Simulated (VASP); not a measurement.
Input of a VASP 6.6.1 run:

INCAR

```
SYSTEM = YSe
PREC = Accurate ; ENCUT = 600
EDIFF = 1E-6 ; ISMEAR = -1
SIGMA = 0.05 ; LREAL = .False.
LASPH = .True. ; NELM = 60
ALGO = Normal ; ISIF = 3
LWAVE = .False. ; LCHARG = .False.
GGA = PS ; IBRION = 2
NSW = 100 ; EDIFFG = -0.002
PSTRESS = 150.0
```

The input KPOINTS:

```
Automatic mesh
0
Gamma
  14 14 14
  0 0 0
```

The input POSCAR:

```
YSe
1.0
    0.0000000000      2.8453251946      2.8453251946
    2.8453251946      0.0000000000      2.8453251946
    2.8453251946      2.8453251946      0.0000000000
Y Se
1 1
Direct
    0.5000000000      0.5000000000      0.5000000000
    0.0000000000      0.0000000000      0.0000000000
```

Potentials or basis: VASP PAW PBE potentials, release 64 (Y_sv, Se).

The run is started by

```bash
$ cat potpaw_PBE.64/Y_sv/POTCAR potpaw_PBE.64/Se/POTCAR > POTCAR
$ mpirun -np 1 vasp_std > vasp.out
```

Question: Predict the relaxed volume.

Answer: 20.24 Å³/atom.

Question: Estimate the space group after relaxing (to 0.05 Å).

Answer: Fm-3m (No. 225).

Question: Estimate the relaxed cell.

Answer: a = 3.854 Å, b = 3.854 Å, c = 3.854 Å, α = 60.00°, β = 60.00°, γ = 60.00°.

Final structure:
```yaml
crystal:
  lattice:
    - [0.00000, 2.72524, 2.72524]
    - [2.72524, 0.00000, 2.72524]
    - [2.72524, 2.72524, 0.00000]
  atoms:
    - { symbol: Y, position: [0.50000, 0.50000, 0.50000] }
    - { symbol: Se, position: [0.00000, 0.00000, 0.00000] }
```

Caveat: the cell is relaxed towards a set pressure, so the enthalpy falls and the energy may rise; the PAW data sets were made with another functional, which shifts forces and pressure a little.
